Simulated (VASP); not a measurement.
# HfO2 (rhombohedral fluorite derivative) (R3m) in VASP: single point with PBEsol

Aim: the single point of HfO2 (rhombohedral fluorite derivative) with PBEsol.

Everything below comes from runs of VASP 6.6.1. Logs are shortened: lines on timing, memory, paths and dates and some standing lists are left out, and cuts for length are marked.

## (1) The cell of the first run

Symmetry: R3m, No. 160, trigonal system. The conventional cell has a = 7.200 Å, b = 7.200 Å, c = 9.150 Å, α = 90.00°, β = 90.00°, γ = 120.00°. Within 2.7 Å of Hf (site symmetry 3m) lie 7 O at 2.02 to 2.46 Å. Hf (site symmetry m) has 8 O at 2.11 to 2.38 Å within 2.8 Å. Within 2.7 Å of O (site symmetry 3m) lie 4 Hf at 2.02 to 2.28 Å and 6 O at 2.58 to 2.63 Å. Within 2.9 Å of O (site symmetry m) lie 4 Hf at 2.17 to 2.46 Å and 6 O at 2.57 to 2.65 Å. Within 2.7 Å of O (site symmetry m) lie 4 Hf at 2.02 to 2.38 Å and 6 O at 2.55 to 2.69 Å. Within 2.8 Å of O (site symmetry 3m) lie 4 Hf at 2.11 to 2.72 Å and 6 O at 2.55 to 2.69 Å.

## (2) Single point, PBEsol

INCAR

```
SYSTEM = HfO2
PREC = Accurate
ENCUT = 600
EDIFF = 1E-6
ISMEAR = 0
SIGMA = 0.01
LREAL = .FALSE.
LASPH = .TRUE.
NELM = 120
ALGO = Normal
ISIF = 2
LWAVE = .FALSE.
LCHARG = .FALSE.
GGA = PS
NBANDS = 56
GGA_COMPAT = .FALSE.
```

KPOINTS

```
Automatic mesh
0
G
  4 4 4
  0 0 0
```

POSCAR

```
HfO2
1.0
    5.1550308707      0.0638620462      0.0638620462
    0.0638620462      5.1550308707      0.0638620462
    0.0638620462      0.0638620462      5.1550308707
Hf O
4 8
Direct
    0.0150571971      0.0150571971      0.0150571971
    1.0017896209      0.5047021785      0.5047021785
    0.5047021785      1.0017896209      0.5047021785
    0.5047021785      0.5047021785      1.0017896209
    0.2363019604      0.2363019604      0.2363019604
    0.2878878144      0.2878878144      0.7285195551
    0.2878878144      0.7285195551      0.2878878144
    0.2282454733      0.7798661300      0.7798661300
    0.7285195551      0.2878878144      0.2878878144
    0.7798661300      0.2282454733      0.7798661300
    0.7798661300      0.7798661300      0.2282454733
    0.7181046731      0.7181046731      0.7181046731
```

Potentials or basis: VASP PAW PBE potentials, release 64 (Hf_pv, O).

Run with:

```bash
$ cat potpaw_PBE.64/Hf_pv/POTCAR potpaw_PBE.64/O/POTCAR > POTCAR
$ mpirun -np 1 vasp_std > vasp.out
```

OUTCAR:

```text
SYSTEM = HfO2
   PREC = Accurate
   ENCUT = 600
   EDIFF = 1E-6
   ISMEAR = 0
   LREAL = .FALSE.
   LASPH = .TRUE.
   NELM = 120
   ISIF = 2
   GGA = PS

 ion  position               nearest neighbor table
   1  0.015  0.015  0.015-   8 2.02  10 2.02  11 2.02   5 2.02   9 2.46   7 2.46   6 2.46  12 2.72
                             4 3.60   4 3.60   2 3.60   2 3.60   3 3.60   3 3.60   4 3.61   2 3.61
   2  0.002  0.505  0.505-  12 2.11   7 2.17   6 2.17   9 2.17   5 2.28  11 2.29  10 2.29   8 2.38
                             3 3.58   4 3.58   1 3.60   1 3.60   1 3.61   3 3.62   4 3.62   4 3.69
   3  0.505  0.002  0.505-  12 2.11   9 2.17   6 2.17   7 2.17   5 2.28  11 2.29   8 2.29  10 2.38
                             2 3.58   4 3.58   1 3.60   1 3.60   1 3.61   4 3.62   2 3.62   2 3.69
   4  0.505  0.505  0.002-  12 2.11   9 2.17   7 2.17   6 2.17   5 2.28  10 2.29   8 2.29  11 2.38
                             2 3.58   3 3.58   1 3.60   1 3.60   1 3.61   3 3.62   2 3.62   3 3.69
   5  0.236  0.236  0.236-   1 2.02   2 2.28   3 2.28   4 2.28
   6  0.288  0.288  0.729-   2 2.17   3 2.17   4 2.17   1 2.46
   7  0.288  0.729  0.288-   2 2.17   4 2.17   3 2.17   1 2.46
   8  0.228  0.780  0.780-   1 2.02   3 2.29   4 2.29   2 2.38
   9  0.729  0.288  0.288-   3 2.17   4 2.17   2 2.17   1 2.46
  10  0.780  0.228  0.780-   1 2.02   2 2.29   4 2.29   3 2.38
  11  0.780  0.780  0.228-   1 2.02   2 2.29   3 2.29   4 2.38
  12  0.718  0.718  0.718-   2 2.11   3 2.11   4 2.11   1 2.72

  LATTYP: Found a trigonal (rhomboedric) cell.
 ALAT       =     5.1558219519
 COS(alpha) =     0.0249224114

  Lattice vectors:

 A1 = (   5.1550308707,   0.0638620462,   0.0638620462)
 A2 = (   0.0638620462,   5.1550308707,   0.0638620462)
 A3 = (   0.0638620462,   0.0638620462,   5.1550308707)

Analysis of symmetry for initial positions (statically):
=====================================================================
 Subroutine PRICEL returns:
 Original cell was already a primitive cell.

 Routine SETGRP: Setting up the symmetry group for a
 trigonal (rhombohedral) supercell.

 Subroutine GETGRP returns: Found  6 space group operations
 (whereof  6 operations were pure point group operations)
 out of a pool of 12 trial point group operations.

The static configuration has the point symmetry C_3v.

Analysis of symmetry for dynamics (positions and initial velocities):
=====================================================================
 Subroutine PRICEL returns:
 Original cell was already a primitive cell.

 Routine SETGRP: Setting up the symmetry group for a
 trigonal (rhombohedral) supercell.

 Subroutine GETGRP returns: Found  6 space group operations
 (whereof  6 operations were pure point group operations)
 out of a pool of 12 trial point group operations.

The dynamic configuration has the point symmetry C_3v.

 Subroutine INISYM returns: Found  6 space group operations
 (whereof  6 operations are pure point group operations),
 and found     1 'primitive' translations

----------------------------------------------------------------------------------------

                                     Primitive cell

  volume of cell :     136.9290

  direct lattice vectors                    reciprocal lattice vectors
     5.155030871  0.063862046  0.063862046     0.194044090 -0.002374460 -0.002374460
     0.063862046  5.155030871  0.063862046    -0.002374460  0.194044090 -0.002374460
     0.063862046  0.063862046  5.155030871    -0.002374460 -0.002374460  0.194044090

  length of vectors
     5.155821952  5.155821952  5.155821952     0.194073144  0.194073144  0.194073144

  position of ions in fractional coordinates (direct lattice)
     0.015057197  0.015057197  0.015057197
     0.001789621  0.504702178  0.504702178
     0.504702178  0.001789621  0.504702178
     0.504702178  0.504702178  0.001789621
     0.236301960  0.236301960  0.236301960
     0.287887814  0.287887814  0.728519555
     0.287887814  0.728519555  0.287887814
     0.228245473  0.779866130  0.779866130
     0.728519555  0.287887814  0.287887814
     0.779866130  0.228245473  0.779866130
     0.779866130  0.779866130  0.228245473
     0.718104673  0.718104673  0.718104673

  ion indices of the primitive-cell ions
   primitive index   ion index
                 1           1
                 2           2
                 3           3
                 4           4
                 5           5
                 6           6
                 7           7
                 8           8
                 9           9
                10          10
                11          11
                12          12

----------------------------------------------------------------------------------------

 KPOINTS: Automatic mesh

Automatic generation of k-mesh.
 Grid dimensions read from file:
 generate k-points for:    4    4    4

 Generating k-lattice:

  Cartesian coordinates                     Fractional coordinates (reciprocal lattice)
     0.048511023 -0.000593615 -0.000593615     0.250000000 -0.000000000 -0.000000000
    -0.000593615  0.048511023 -0.000593615    -0.000000000  0.250000000 -0.000000000
    -0.000593615 -0.000593615  0.048511023    -0.000000000 -0.000000000  0.250000000

  Length of vectors
     0.048518286  0.048518286  0.048518286

  Shift w.r.t. Gamma in fractional coordinates (k-lattice)
     0.000000000  0.000000000  0.000000000

 Subroutine IBZKPT returns following result:
 ===========================================

 Found     13 irreducible k-points:

 Following reciprocal coordinates:
            Coordinates               Weight
  0.000000  0.000000  0.000000      1.000000
  0.250000 -0.000000 -0.000000      6.000000
  0.500000 -0.000000 -0.000000      3.000000
  0.250000  0.250000 -0.000000      6.000000
  0.500000  0.250000  0.000000     12.000000
 -0.250000  0.250000  0.000000      6.000000
  0.500000  0.500000 -0.000000      3.000000
  0.250000  0.250000  0.250000      2.000000
  0.500000  0.250000  0.250000      6.000000
 -0.250000  0.250000  0.250000      6.000000
  0.500000  0.500000  0.250000      6.000000
 -0.250000  0.500000  0.250000      6.000000
  0.500000  0.500000  0.500000      1.000000
   k-points           NKPTS =     13   k-points in BZ     NKDIM =     13   number of bands    NBANDS=     56
   number of dos      NEDOS =    301   number of ions     NIONS =     12
   total plane-waves  NPLWV =  74088
   dimension x,y,z NGX =    42 NGY =   42 NGZ =   42
   dimension x,y,z NGXF=    84 NGYF=   84 NGZF=   84
   ions per type =               4   8
   NGX,Y,Z   is equivalent  to a cutoff of  13.54, 13.54, 13.54 a.u.
   NGXF,Y,Z  is equivalent  to a cutoff of  27.09, 27.09, 27.09 a.u.
 SYSTEM =  HfO2
   PREC   = accura    normal or accurate (medium, high low for compatibility)
   ISTART =      0    job   : 0-new  1-cont  2-samecut
   ICHARG =      2    charge: 1-file 2-atom 10-const
   ISPIN  =      1    spin polarized calculation?
   LNONCOLLINEAR =      F non collinear calculations
   LSORBIT =      F    spin-orbit coupling
   LASPH  =      T    aspherical Exc in radial PAW
   ENCUT  =  600.0 eV  44.10 Ry    6.64 a.u.  10.30 10.30 10.30*2*pi/ulx,y,z
   NELM   =    120;   NELMIN=  2; NELMDL= -5     # of ELM steps
   EDIFF  = 0.1E-05   stopping-criterion for ELM
   LREAL  =      F    real-space projection
   EDIFFG = 0.1E-04   stopping-criterion for IOM
   NSW    =      0    number of steps for IOM
   IBRION =     -1    ionic relax: 0-MD 1-quasi-New 2-CG
   NFREE  =      0    steps in history (QN), initial steepest desc. (CG)
   ISIF   =      2    stress and relaxation
   ISYM   =      2    0-nonsym 1-usesym 2-fastsym
   POTIM  = 0.5000    time-step for ionic-motion
   TEBEG  =    0.0;   TEEND  =   0.0 temperature during run
   PSTRESS=    0.0 pullay stress
   NELECT =      88.0000    total number of electrons
   NUPDOWN=      -1.0000    fix difference up-down
   EMIN   =  10.00;   EMAX   =-10.00  energy-range for DOS
   EFERMI =   0.00;   METHOD = LEGACY
   ISMEAR =     0;   SIGMA  =   0.01  broadening in eV -4-tet -1-fermi 0-gaus
   EFERMI_NEDOS =   21; number of points for ismear=-14 and -15
   IALGO  =     38    algorithm
   IMIX   =      4    mixing-type and parameters
     AMIX     =   0.40;   BMIX     =  1.00
     AMIX_MAG =   1.60;   BMIX_MAG =  1.00
  volume/ion in A,a.u.               =      11.41        77.00
  Fermi-wavevector in a.u.,A,eV,Ry     =   1.412767  2.669743 27.156015  1.995911
  Thomas-Fermi vector in A             =   2.534482
   LORBIT       =      0    0 simple, 1 ext, 2 COOP (PROOUT), +10 PAW based schemes
   GGA     = PS    functional components
   LHFCALC =     F    Hartree Fock is set to
   AEXX    =    0.0000 exact exchange contribution
   IVDW    =     0    specifies the selected vdW correction
   LEPSILON=     F    determine dielectric tensor
   LRPA    =     F    only Hartree local field effects (RPA)
 non-spin polarized calculation
 Gauss-broadening in eV      SIGMA  =   0.01
  energy-cutoff  :      600.00
  volume of cell :      136.93
 maximum number of plane-waves:      4588
 NGX is ok and might be reduce to    42
   NGX = 21   NGY = 21   NGZ = 21

 number of electron      87.9999996 magnetization

 Free energy of the ion-electron system (eV)
  ---------------------------------------------------
  ext. energy  EPLUGINS =         0.00000000
  ---------------------------------------------------
  free energy    TOTEN  =      -126.36048054 eV

  energy without entropy =     -126.36048054  energy(sigma->0) =     -126.36048054

 E-fermi :   3.1964     XC(G=0): -11.8320

 val. band max:        3.0946318880   @ k =   0.5000  -0.0000  -0.0000
 cond. band min:       7.2282934627   @ k =   0.0000   0.0000   0.0000
 fundamental gap:      4.1336615747
 Fermi energy:         3.1963981862

 k-point     1 :       0.0000    0.0000    0.0000
  band No.  band energies     occupation
      1     -26.5279      2.00000
      2     -26.4687      2.00000
      3     -26.4687      2.00000
      4     -26.2983      2.00000
      5     -26.2983      2.00000
      6     -26.2682      2.00000
[... 48 lines left out ...]
     55       9.7842      0.00000
     56      10.0647      0.00000

 k-point     2 :       0.2500   -0.0000   -0.0000
  band No.  band energies     occupation
      1     -26.4905      2.00000
      2     -26.4359      2.00000
      3     -26.4315      2.00000
      4     -26.3153      2.00000
      5     -26.3032      2.00000
      6     -26.2801      2.00000
[... 48 lines left out ...]
     55      10.0887      0.00000
     56      10.7245      0.00000

 k-point     3 :       0.5000   -0.0000   -0.0000
  band No.  band energies     occupation
      1     -26.4324      2.00000
      2     -26.3746      2.00000
      3     -26.3721      2.00000
      4     -26.3548      2.00000
      5     -26.3405      2.00000
      6     -26.2904      2.00000
[... 523 lines left out ...]
 k-point    12 :      -0.2500    0.5000    0.2500
  band No.  band energies     occupation
      1     -26.4449      2.00000
      2     -26.4213      2.00000
      3     -26.4100      2.00000
      4     -26.3623      2.00000
      5     -26.3125      2.00000
      6     -26.2679      2.00000
[... 48 lines left out ...]
     55      10.2964      0.00000
     56      10.6012      0.00000

 k-point    13 :       0.5000    0.5000    0.5000
  band No.  band energies     occupation
      1     -26.5145      2.00000
      2     -26.4636      2.00000
      3     -26.4636      2.00000
      4     -26.4458      2.00000
      5     -26.2318      2.00000
      6     -26.2318      2.00000
[... 48 lines left out ...]
     55      10.1625      0.00000
     56      10.2955      0.00000

------------------------ aborting loop because EDIFF is reached ----------------------------------------

  FORCE on cell =-STRESS in cart. coord.  units (eV):
  Direction    XX          YY          ZZ          XY          YZ          ZX
  --------------------------------------------------------------------------------------
  -------------------------------------------------------------------------------------
  Total      -11.5912404    -11.5912404    -11.5912404     -0.5314697     -0.5314697     -0.5314697
  in kB     -135.6266486   -135.6266486   -135.6266486     -6.2186150     -6.2186150     -6.2186150
  external PRESSURE =    -135.6266486 kB  Pullay stress =       0.0000000 kB

 VOLUME and BASIS-vectors are now :
 -----------------------------------------------------------------------------
  energy-cutoff  :      600.00
  volume of cell :      136.93
      direct lattice vectors                 reciprocal lattice vectors
     5.155030871  0.063862046  0.063862046     0.194044090 -0.002374460 -0.002374460
     0.063862046  5.155030871  0.063862046    -0.002374460  0.194044090 -0.002374460
     0.063862046  0.063862046  5.155030871    -0.002374460 -0.002374460  0.194044090

 POSITION                                       TOTAL-FORCE (eV/Angst)
 -----------------------------------------------------------------------------------
      0.07954      0.07954      0.07954         0.001792      0.001792      0.001792
      0.07369      2.63410      2.63410        -0.013121     -0.000502     -0.000502
      2.63410      0.07369      2.63410        -0.000502     -0.013121     -0.000502
      2.63410      2.63410      0.07369        -0.000502     -0.000502     -0.013121
      1.24833      1.24833      1.24833        -0.009127     -0.009127     -0.009127
      1.54898      1.54898      3.79231         0.002975      0.002975     -0.004660
      1.54898      3.79231      1.54898         0.002975     -0.004660      0.002975
      1.27622      4.08461      4.08461         0.002249      0.020885      0.020885
      3.79231      1.54898      1.54898        -0.004660      0.002975      0.002975
      4.08461      1.27622      4.08461         0.020885      0.002249      0.020885
      4.08461      4.08461      1.27622         0.020885      0.020885      0.002249
      3.79357      3.79357      3.79357        -0.023851     -0.023851     -0.023851
 -----------------------------------------------------------------------------------
    total drift:                                0.000915      0.000915      0.000913

  FREE ENERGIE OF THE ION-ELECTRON SYSTEM (eV)
  ---------------------------------------------------
  free  energy   TOTEN  =      -126.3604805425 eV

  energy  without entropy=     -126.3604805425  energy(sigma->0) =     -126.36048054
```

Wall time 2.8 min (1 thread of Intel Xeon Platinum 8259CL at 2.50GHz (Skylake/Cascade Lake), shared host); peak memory 0.29 GiB.

What came out:

```yaml
Free_energy: -126.3605 eV
Pressure: -13.6 GPa
Largest_force: 0.041 eV/Å
Band_gap_on_the_k_mesh: 4.13 eV, indirect (least direct gap 4.14 eV)
```

Forces on the atoms (eV/Å):
```
Hf   0.002  0.002  0.002
Hf  -0.013 -0.001 -0.001
Hf  -0.001 -0.013 -0.001
Hf  -0.001 -0.001 -0.013
O   -0.009 -0.009 -0.009
O    0.003  0.003 -0.005
O    0.003 -0.005  0.003
O    0.002  0.021  0.021
O   -0.005  0.003  0.003
O    0.021  0.002  0.021
O    0.021  0.021  0.002
O   -0.024 -0.024 -0.024
```

Caveat: the PAW data sets were made with another functional, which shifts forces and pressure a little; spin-orbit coupling is left out, which moves the levels of the heavy elements.
